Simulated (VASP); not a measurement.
# B (P6/mmm) in VASP: further runs

The runs below take B through single point, with r2SCAN.

Program: VASP 6.6.1. These are calculated values, not measurements. Logs are shortened: lines on timing, memory, paths and dates and some standing lists are left out, and cuts for length are marked.

**1. The cell of the first run**

Symmetry: P6/mmm, No. 191, hexagonal system. The conventional cell has a = 1.668 Å, b = 1.668 Å, c = 3.785 Å, α = 90.00°, β = 90.00°, γ = 120.00°. B (site symmetry 6/mmm) has 6 B at 1.67 Å within 2.2 Å.

**2. Single point, r2SCAN**

POSCAR

```
B
1.0
    1.6683849084      0.0000000000      0.0000000000
   -0.8341924542      1.4448637056      0.0000000000
    0.0000000000      0.0000000000      3.7853215848
B
1
Direct
    0.0000000000      0.0000000000      0.0000000000
```

INCAR.step1

```
SYSTEM = B
PREC = Accurate
ENCUT = 520
ISMEAR = -1
SIGMA = 0.15
LREAL = .False.
LASPH = .True.
NELM = 80
NBANDS = 8
GGA = PE
ALGO = Normal
EDIFF = 1E-4
LWAVE = .True.
LCHARG = .False.
```

INCAR.step2

```
SYSTEM = B
PREC = Accurate
ENCUT = 520
EDIFF = 1E-6
ISMEAR = -1
SIGMA = 0.15
LREAL = .False.
LASPH = .True.
NELM = 80
ALGO = Normal
ISIF = 2
LWAVE = .False.
LCHARG = .True.
METAGGA = R2SCAN
LMIXTAU = .True.
LELF = .True.
LVHAR = .True.
NBANDS = 8
ISTART = 1
```

KPOINTS

```
Automatic mesh
0
Gamma
  23 23 10
  0 0 0
```

Potentials or basis: VASP PAW PBE potentials, release 64 (B).

The run is started by

```console
> cat potpaw_PBE.64/B/POTCAR > POTCAR
> cp INCAR.step1 INCAR
> mpirun -np 1 vasp_std > vasp.out
> cp INCAR.step2 INCAR
> mpirun -np 1 vasp_std > vasp.out
```

OUTCAR:

```text
SYSTEM = B
   PREC = Accurate
   ENCUT = 520
   EDIFF = 1E-6
   ISMEAR = -1
   LREAL = .False.
   LASPH = .True.
   NELM = 80
   ISIF = 2
   METAGGA = R2SCAN
   ISTART = 1

 ion  position               nearest neighbor table
   1  0.000  0.000  0.000-

  LATTYP: Found a hexagonal cell.
 ALAT       =     1.6683849084
 C/A-ratio  =     2.2688538872

  Lattice vectors:

 A1 = (   1.6683849084,   0.0000000000,   0.0000000000)
 A2 = (  -0.8341924542,   1.4448637056,   0.0000000000)
 A3 = (   0.0000000000,   0.0000000000,   3.7853215848)

Analysis of symmetry for initial positions (statically):
=====================================================================
 Subroutine PRICEL returns:
 Original cell was already a primitive cell.

 Routine SETGRP: Setting up the symmetry group for a
 hexagonal supercell.

 Subroutine GETGRP returns: Found 24 space group operations
 (whereof 24 operations were pure point group operations)
 out of a pool of 24 trial point group operations.

The static configuration has the point symmetry D_6h.

Analysis of symmetry for dynamics (positions and initial velocities):
=====================================================================
 Subroutine PRICEL returns:
 Original cell was already a primitive cell.

 Routine SETGRP: Setting up the symmetry group for a
 hexagonal supercell.

 Subroutine GETGRP returns: Found 24 space group operations
 (whereof 24 operations were pure point group operations)
 out of a pool of 24 trial point group operations.

The dynamic configuration has the point symmetry D_6h.

 Subroutine INISYM returns: Found 24 space group operations
 (whereof 24 operations are pure point group operations),
 and found     1 'primitive' translations

----------------------------------------------------------------------------------------

                                     Primitive cell

  volume of cell :       9.1249

  direct lattice vectors                    reciprocal lattice vectors
     1.668384908  0.000000000  0.000000000     0.599382070  0.346053401  0.000000000
    -0.834192454  1.444863706  0.000000000     0.000000000  0.692106803  0.000000000
     0.000000000  0.000000000  3.785321585     0.000000000  0.000000000  0.264178347

  length of vectors
     1.668384908  1.668384901  3.785321585     0.692106800  0.692106803  0.264178347

  position of ions in fractional coordinates (direct lattice)
     0.000000000  0.000000000  0.000000000

  ion indices of the primitive-cell ions
   primitive index   ion index
                 1           1

----------------------------------------------------------------------------------------

 KPOINTS: Automatic mesh

Automatic generation of k-mesh.
 Grid dimensions read from file:
 generate k-points for:   23   23   10

 Generating k-lattice:

  Cartesian coordinates                     Fractional coordinates (reciprocal lattice)
     0.026060090  0.015045800  0.000000000     0.043478261  0.000000000  0.000000000
     0.000000000  0.030091600  0.000000000     0.000000000  0.043478261  0.000000000
     0.000000000  0.000000000  0.026417835     0.000000000  0.000000000  0.100000000

  Length of vectors
     0.030091600  0.030091600  0.026417835

  Shift w.r.t. Gamma in fractional coordinates (k-lattice)
     0.000000000  0.000000000  0.000000000

 Subroutine IBZKPT returns following result:
 ===========================================

 Found    336 irreducible k-points:

 Following reciprocal coordinates:
            Coordinates               Weight
  0.000000  0.000000  0.000000      1.000000
  0.043478 -0.000000  0.000000      6.000000
  0.086957 -0.000000  0.000000      6.000000
  0.130435  0.000000  0.000000      6.000000
  0.173913  0.000000  0.000000      6.000000
  0.217391 -0.000000  0.000000      6.000000
[... 16 lines left out ...]
  0.478261  0.043478  0.000000      6.000000
  0.086957  0.086957  0.000000      6.000000
 [... further k-points ...]
   k-points           NKPTS =    336   k-points in BZ     NKDIM =    336   number of bands    NBANDS=      8
   number of dos      NEDOS =    301   number of ions     NIONS =      1
   total plane-waves  NPLWV =   4032
   dimension x,y,z NGX =    12 NGY =   12 NGZ =   28
   dimension x,y,z NGXF=    24 NGYF=   24 NGZF=   56
   ions per type =               1
   NGX,Y,Z   is equivalent  to a cutoff of  11.96, 11.96, 12.30 a.u.
   NGXF,Y,Z  is equivalent  to a cutoff of  23.91, 23.91, 24.59 a.u.
 SYSTEM =  B
   PREC   = accura    normal or accurate (medium, high low for compatibility)
   ISTART =      1    job   : 0-new  1-cont  2-samecut
   ICHARG =      0    charge: 1-file 2-atom 10-const
   ISPIN  =      1    spin polarized calculation?
   LNONCOLLINEAR =      F non collinear calculations
   LSORBIT =      F    spin-orbit coupling
   LASPH  =      T    aspherical Exc in radial PAW
   ENCUT  =  520.0 eV  38.22 Ry    6.18 a.u.   3.10  3.10  7.04*2*pi/ulx,y,z
   NELM   =     80;   NELMIN=  2; NELMDL=  0     # of ELM steps
   EDIFF  = 0.1E-05   stopping-criterion for ELM
   LREAL  =      F    real-space projection
   EDIFFG = 0.1E-04   stopping-criterion for IOM
   NSW    =      0    number of steps for IOM
   IBRION =     -1    ionic relax: 0-MD 1-quasi-New 2-CG
   NFREE  =      0    steps in history (QN), initial steepest desc. (CG)
   ISIF   =      2    stress and relaxation
   ISYM   =      2    0-nonsym 1-usesym 2-fastsym
   POTIM  = 0.5000    time-step for ionic-motion
   TEBEG  =    0.0;   TEEND  =   0.0 temperature during run
   PSTRESS=    0.0 pullay stress
   NELECT =       3.0000    total number of electrons
   NUPDOWN=      -1.0000    fix difference up-down
   EMIN   =  10.00;   EMAX   =-10.00  energy-range for DOS
   EFERMI =   0.00;   METHOD = LEGACY
   ISMEAR =    -1;   SIGMA  =   0.15  broadening in eV -4-tet -1-fermi 0-gaus
   EFERMI_NEDOS =   21; number of points for ismear=-14 and -15
   IALGO  =     38    algorithm
   IMIX   =      4    mixing-type and parameters
     AMIX     =   0.40;   BMIX     =  1.00
     AMIX_MAG =   1.60;   BMIX_MAG =  1.00
  volume/ion in A,a.u.               =       9.12        61.58
  Fermi-wavevector in a.u.,A,eV,Ry     =   1.129900  2.135201 17.370199  1.276674
  Thomas-Fermi vector in A             =   2.266595
   LORBIT       =      0    0 simple, 1 ext, 2 COOP (PROOUT), +10 PAW based schemes
   METAGGA = R2SCAN    functional components
   LHFCALC =     F    Hartree Fock is set to
   AEXX    =    0.0000 exact exchange contribution
   IVDW    =     0    specifies the selected vdW correction
   LEPSILON=     F    determine dielectric tensor
   LRPA    =     F    only Hartree local field effects (RPA)
 non-spin polarized calculation
  energy-cutoff  :      520.00
  volume of cell :        9.12
 maximum number of plane-waves:       256
   NGX =  7   NGY =  7   NGZ = 15

 number of electron       3.0000000 magnetization

 Free energy of the ion-electron system (eV)
  ---------------------------------------------------
  ext. energy  EPLUGINS =         0.00000000
  ---------------------------------------------------
  free energy    TOTEN  =        -6.58378374 eV

  energy without entropy =       -6.57236246  energy(sigma->0) =       -6.57807310

 E-fermi :   5.4300     XC(G=0): -10.6123

 val. band max:        5.4013331443   @ k =   0.2609   0.1304   0.2000
 cond. band min:       5.5032358458   @ k =   0.3043   0.0870   0.3000
 fundamental gap:      0.1019027016
 Fermi energy:         5.4299511806

 k-point     1 :       0.0000    0.0000    0.0000
  band No.  band energies     occupation
      1     -13.5162      2.00000
      2      -2.5981      2.00000
      3       7.4659      0.00000
      4      30.1594      0.00000
      5      33.5373      0.00000
      6      33.5373      0.00000
      7      35.4761      0.00000
      8      55.4220      0.00000

 k-point     2 :       0.0435   -0.0000    0.0000
  band No.  band energies     occupation
      1     -13.4201      2.00000
      2      -2.4595      2.00000
      3       7.5851      0.00000
      4      30.2776      0.00000
      5      32.7176      0.00000
      6      33.2025      0.00000
      7      36.0426      0.00000
      8      53.0199      0.00000

 k-point     3 :       0.0870   -0.0000    0.0000
  band No.  band energies     occupation
      1     -13.1326      2.00000
      2      -2.0440      2.00000
      3       7.9413      0.00000
      4      30.6273      0.00000
      5      31.0245      0.00000
      6      32.3022      0.00000
      7      36.9104      0.00000
      8      50.1292      0.00000

 k-point     4 :       0.1304    0.0000    0.0000
  band No.  band energies     occupation
      1     -12.6552      2.00000
      2      -1.3527      2.00000
      3       8.5309      0.00000
      4      28.7795      0.00000
      5      31.0594      0.00000
      6      31.1904      0.00000
      7      37.6551      0.00000
      8      48.2617      0.00000

 k-point     5 :       0.1739    0.0000    0.0000
  band No.  band energies     occupation
      1     -11.9914      2.00000
      2      -0.3879      2.00000
      3       9.3432      0.00000
      4      26.0822      0.00000
      5      29.6826      0.00000
      6      31.9211      0.00000
      7      38.2398      0.00000
      8      47.5124      0.00000
[... 177 lines left out ...]
 k-point    22 :       0.4348    0.0435    0.0000
  band No.  band energies     occupation
      1      -4.6865      2.00000
      2       7.4299      0.00000
      3      11.4383      0.00000
      4      21.5779      0.00000
      5      21.9963      0.00000
      6      23.6986      0.00000
      7      28.9181      0.00000
      8      43.1038      0.00000

 k-point    23 :       0.4783    0.0435    0.0000
  band No.  band energies     occupation
      1      -4.2792      2.00000
      2       6.8433      0.00016
      3      12.4305      0.00000
      4      20.3475      0.00000
      5      22.7530      0.00000
      6      24.6683      0.00000
      7      26.7588      0.00000
      8      43.3027      0.00000

 k-point    24 :       0.0870    0.0870    0.0000
  band No.  band energies     occupation
      1     -12.3693      2.00000
      2      -0.9387      2.00000
      3       8.8841      0.00000
      4      28.6318      0.00000
      5      28.9455      0.00000
      6      31.5161      0.00000
      7      38.5058      0.00000
      8      47.7542      0.00000

 [... further k-points ...]

------------------------ aborting loop because EDIFF is reached ----------------------------------------

  FORCE on cell =-STRESS in cart. coord.  units (eV):
  Direction    XX          YY          ZZ          XY          YZ          ZX
  --------------------------------------------------------------------------------------
  -------------------------------------------------------------------------------------
  Total        1.1353982      1.1353982     -0.0695037      0.0000000     -0.0000000      0.0000000
  in kB      199.3576312    199.3576289    -12.2037223      0.0000000     -0.0000000      0.0000000
  external PRESSURE =     128.8371793 kB  Pullay stress =       0.0000000 kB

 VOLUME and BASIS-vectors are now :
 -----------------------------------------------------------------------------
  energy-cutoff  :      520.00
  volume of cell :        9.12
      direct lattice vectors                 reciprocal lattice vectors
     1.668384908  0.000000000  0.000000000     0.599382070  0.346053401  0.000000000
    -0.834192454  1.444863706  0.000000000     0.000000000  0.692106803  0.000000000
     0.000000000  0.000000000  3.785321585     0.000000000  0.000000000  0.264178347

 POSITION                                       TOTAL-FORCE (eV/Angst)
 -----------------------------------------------------------------------------------
      0.00000      0.00000      0.00000         0.000000      0.000000      0.000000
 -----------------------------------------------------------------------------------
    total drift:                                0.000000      0.000000     -0.000000

  FREE ENERGIE OF THE ION-ELECTRON SYSTEM (eV)
  ---------------------------------------------------
  free  energy   TOTEN  =        -6.5837837374 eV

  energy  without entropy=       -6.5723624649  energy(sigma->0) =       -6.57807310
```

Wall time 91 s (1 thread of Intel Xeon 8259CL, shared host); peak memory 0.13 GiB.

Results:

```yaml
Free_energy: -6.5838 eV
Pressure: 12.9 GPa
```

Stress tensor (GPa, compression positive):
```
19.94  0.00  0.00
 0.00 19.94  0.00
 0.00  0.00 -1.22
```

Caveat: the PAW data sets were made with another functional, which shifts forces and pressure a little.

(Part 1 of 2 ends here.)
